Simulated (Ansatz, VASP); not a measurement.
## One calculation of SiO2, two programs

Contents of INCAR:

```
SYSTEM = SiO2
ALGO     = Normal         ! electronic algorithm
EDIFF    = 1E-6           ! SCF threshold, eV
ENCUT    = 520            ! plane-wave cutoff, eV
GGA      = PE             ! functional
ISIF     = 2              ! what is computed and relaxed
ISMEAR   = -1             ! smearing method
LASPH    = .TRUE.         ! aspherical terms in the spheres
LCHARG   = .TRUE.         ! write CHGCAR
LELF     = .TRUE.         ! ELF
LREAL    = .FALSE.        ! projectors in reciprocal space
LVHAR    = .TRUE.       
LWAVE    = .FALSE.        ! write WAVECAR
NBANDS   = 44             ! bands
NELM     = 100            ! most SCF steps
PREC     = Accurate       ! precision mode
SIGMA    = 0.03           ! smearing width, eV
```

The input KPOINTS:

```
k-points
0
G
  5 4 4
  0 0 0
```

Contents of POSCAR:

```
SiO2
1.0
    4.0970000000      0.0000000000      0.0000000000
    0.0000000000      5.0462000000      0.0000000000
    0.0000000000      0.0000000000      4.4946000000
Si O
4 8
Direct
    0.0000000000      0.1522000000      0.2500000000
    0.5000000000      0.3478000000      0.7500000000
    0.0000000000      0.8478000000      0.7500000000
    0.5000000000      0.6522000000      0.2500000000
    0.7336000000      0.6245000000      0.9186000000
    0.7664000000      0.8755000000      0.4186000000
    0.2336000000      0.8755000000      0.0814000000
    0.2664000000      0.6245000000      0.5814000000
    0.2664000000      0.3755000000      0.0814000000
    0.2336000000      0.1245000000      0.5814000000
    0.7664000000      0.1245000000      0.9186000000
    0.7336000000      0.3755000000      0.4186000000
```

Input for Ansatz:

```yaml
crystal:
  lattice:
    - [4.097, 0.0, 0.0]
    - [0.0, 5.0462, 0.0]
    - [0.0, 0.0, 4.4946]
  atoms:
    - { symbol: Si, position: [0.0, 0.1522, 0.25] }
    - { symbol: Si, position: [0.5, 0.3478, 0.75] }
    - { symbol: Si, position: [0.0, 0.8478, 0.75] }
    - { symbol: Si, position: [0.5, 0.6522, 0.25] }
    - { symbol: O, position: [0.7336, 0.6245, 0.9186] }
    - { symbol: O, position: [0.7664, 0.8755, 0.4186] }
    - { symbol: O, position: [0.2336, 0.8755, 0.0814] }
    - { symbol: O, position: [0.2664, 0.6245, 0.5814] }
    - { symbol: O, position: [0.2664, 0.3755, 0.0814] }
    - { symbol: O, position: [0.2336, 0.1245, 0.5814] }
    - { symbol: O, position: [0.7664, 0.1245, 0.9186] }
    - { symbol: O, position: [0.7336, 0.3755, 0.4186] }
hamiltonian:
  xc: pbe
  pseudopotentials: { kind: paw }
basis:
  ecutwfc: 420
kpoints:
  mp_grid: { grid: [5, 4, 4] }
scf:
  occupations: { method: fermi_dirac, width: 0.03 }
  lower_state_search: "off"
output:
  forces: true
  stress: true
  write_density: true
  write_potential: true
  elf: true
  volumetric_format: npy
```

Alike in both runs: task single point; functional PBE; k mesh 5 × 4 × 4; occupations fermi-dirac, width 0.03 eV; no spin polarisation.

|  | VASP | Ansatz |
| --- | --- | --- |
| version | VASP 6.6.1 | Ansatz 0.2.0 |
| potentials or method | VASP PAW PBE potentials, release 64 (Si, O), cutoff 520 eV | PAW, plane waves, scalar-relativistic |
| valence electrons in the cell | 64 | 64 |

VASP gave:

| Quantity | Value |
| --- | --- |
| gap on the k mesh at the Fermi level (eV) | 5.57 |
| pressure (GPa) | 5.8 |
| traceless stress, the component that is largest in VASP (GPa) | -2.27 |
| rms of the force components (eV/Å) | 0.484 |

Task: Estimate Ansatz's values.

Result: gap on the k mesh at the Fermi level (eV): 5.59; pressure (GPa): 5.6; traceless stress, the component that is largest in VASP (GPa): -2.18; rms of the force components (eV/Å): 0.484.

Atom by atom the forces differ by 0.005 eV/Å (rms over components).
